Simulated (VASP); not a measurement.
A run of VASP 6.6.1 is set up as follows.

File INCAR:

```
ALGO     = Normal         # electronic algorithm
EDIFF    = 1E-6           # SCF threshold, eV
ENCUT    = 700            # plane-wave cutoff, eV
GGA_COMPAT= False        
ISIF     = 2              # what is computed and relaxed
ISMEAR   = 0              # smearing method
LASPH    = True           # aspherical terms in the spheres
LCHARG   = False          # write CHGCAR
LREAL    = False          # projectors in reciprocal space
LWAVE    = False          # write WAVECAR
NBANDS   = 22             # bands
NELM     = 120            # most SCF steps
PREC     = Accurate       # precision mode
SIGMA    = 0.15           # smearing width, eV
```

Contents of KPOINTS:

```
k-points
0
Gamma
  18 18 10
```

Contents of POSCAR:

```
Ta2N
1.0
    2.9811006896      0.0000000000      0.0000000000
   -1.4905503448      2.5817089285      0.0000000000
    0.0000000000      0.0000000000      5.0499845683
Ta N
2 1
Direct
    0.6666666667      0.3333333333      0.7466885012
    0.3333333333      0.6666666667      0.2533114988
    0.0000000000      0.0000000000      0.0000000000
```

Potentials or basis: VASP PAW LDA potentials, release 64 (Ta_sv_GW, N).

Launch:

```bash
$ cat potpaw_LDA.64/Ta_sv_GW/POTCAR potpaw_LDA.64/N/POTCAR > POTCAR
$ mpirun -np 1 vasp_std > vasp.out
```

Question: Estimate the pressure.

Answer: 1.6 GPa.

Question: What does it give for the band gap on the k mesh?

Answer: Zero (an odd number of electrons rules out a gap without spin polarisation).

Question: What does it give for the largest force?

Answer: 0.649 eV/Å.

Forces in eV/Å, atoms in the order of the input:
```
Ta   0.000  0.000 -0.649
Ta   0.000  0.000  0.649
N    0.000  0.000  0.000
```

Caveat: the stress differs along the axes, from -10 to 7 GPa; spin-orbit coupling is left out, which moves the levels of the heavy elements.
